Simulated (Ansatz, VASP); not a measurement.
**One calculation of SnO2, two programs**

File POSCAR:

```
SnO2
1.0
    1.4877256292      0.8589387925      5.1846399907
   -1.4877256292      0.8589387925      5.1846399907
    0.0000000000     -1.7178775850      5.1846399907
Sn O
1 2
Direct
    0.5000000000      0.5000000000      0.5000000000
    0.2371700000      0.2371700000      0.2371700000
    0.7628300000      0.7628300000      0.7628300000
```

INCAR.step1

```
ALGO = Normal ; EDIFF = 1E-4
ENCUT = 520 ; GGA = PE
ISMEAR = 0 ; LASPH = True
LCHARG = False ; LREAL = False
LWAVE = True ; NBANDS = 20
NELM = 100 ; PREC = Accurate
SIGMA = 0.05
```

The input INCAR.step2:

```
ALGO = Normal ; EDIFF = 1E-6
ENCUT = 520 ; ISIF = 2
ISMEAR = 0 ; ISTART = 1
LASPH = True ; LCHARG = False
LMIXTAU = True ; LREAL = False
LWAVE = False ; METAGGA = R2SCAN
NBANDS = 20 ; NELM = 100
PREC = Accurate ; SIGMA = 0.05
```

File KPOINTS:

```
k-points
0
Gamma
  12 12 12
```

Input for Ansatz:

```yaml
crystal:
  lattice:
    - [1.4877256292, 0.8589387925, 5.1846399907]
    - [-1.4877256292, 0.8589387925, 5.1846399907]
    - [0.0, -1.717877585, 5.1846399907]
  atoms:
    - { symbol: Sn, position: [0.5, 0.5, 0.5] }
    - { symbol: O, position: [0.23717, 0.23717, 0.23717] }
    - { symbol: O, position: [0.76283, 0.76283, 0.76283] }
basis:
  ecutwfc: 500
kpoints:
  mp_grid: { grid: [12, 12, 12] }
hamiltonian:
  xc: r2scan
scf:
  occupations: { method: gaussian, width: 0.05 }
output:
  forces: true
  stress: true
  eigenvalues: true
```

Change from the starting cell: strain -0.080 along x and y, +0.080 along z, atoms carried along.

Alike in both runs: task single point; functional r2SCAN; k mesh 12 × 12 × 12; occupations gaussian, width 0.05 eV; no spin polarisation.

|  | VASP | Ansatz |
| --- | --- | --- |
| version | VASP 6.6.1 | Ansatz 0.2.0 |
| potentials or method | VASP PAW PBE potentials, release 64 (Sn_d, O), cutoff 520 eV | scalar-relativistic, plane waves, PAW |
| valence electrons in the cell | 26 | 26 |

```tsv
	VASP	Ansatz	Ansatz less VASP
gap on the k mesh at the Fermi level (eV)	4.06	4.06	+0.002
least direct gap on the mesh (eV)	4.30	4.29	-0.011
pressure (GPa)	22.5	20.9	-1.59
traceless stress, the component that is largest in VASP (GPa)	-22.76	-22.07	+0.691
rms of the force components (eV/Å)	0.037	0.024	-0.0127
```

VASP's potentials were made for PBE, not for r2SCAN. Atom by atom the forces differ by 0.062 eV/Å (rms over components).
